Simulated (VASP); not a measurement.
A run of VASP 6.6.1 is set up as follows.

INCAR

```
PREC = Accurate
ENCUT = 500
EDIFF = 1E-6
ISMEAR = 0
SIGMA = 0.2
LREAL = F
LASPH = T
NELM = 120
ALGO = Normal
ISIF = 2
LWAVE = F
LCHARG = F
GGA = PE
NBANDS = 31
GGA_COMPAT = F
```

File KPOINTS:

```
regular mesh
0
Gamma
  3 4 4
```

File POSCAR:

```
Ga2BAs3
1.0
    5.3080505328      0.0000000000      0.0000000000
    0.0000000000      4.1276543762      2.8598036397
    0.0000000000     -4.1276543762      2.8598036397
Ga B As
2 1 3
Direct
    0.0000000000      0.4994117293      0.8777103321
    0.0000000000      0.8777103321      0.4994117293
    0.0000000000      0.9457369493      0.9457369493
    0.5000000000      0.7913281984      0.5005537692
    0.5000000000      0.5005537692      0.7913281984
    0.0000000000      0.2783228616      0.2783228616
```

Potentials or basis: VASP PAW PBE potentials, release 64 (Ga_d, B, As).

Run with:

```bash
$ cat potpaw_PBE.64/Ga_d/POTCAR potpaw_PBE.64/B/POTCAR potpaw_PBE.64/As/POTCAR > POTCAR
$ mpirun -np 1 vasp_std > vasp.out
```

(1) What does it give for the band gap on the k mesh?

(2) Estimate the pressure.

(3) Estimate the largest force.

Answers

(1) zero (bands 22 and 23 overlap by 1.67 eV).

(2) 0.2 GPa.

(3) 0.039 eV/Å.

Caveat: the k points lie up to 0.39 Å⁻¹ apart, too coarse for converged energies and pressures of a metal.
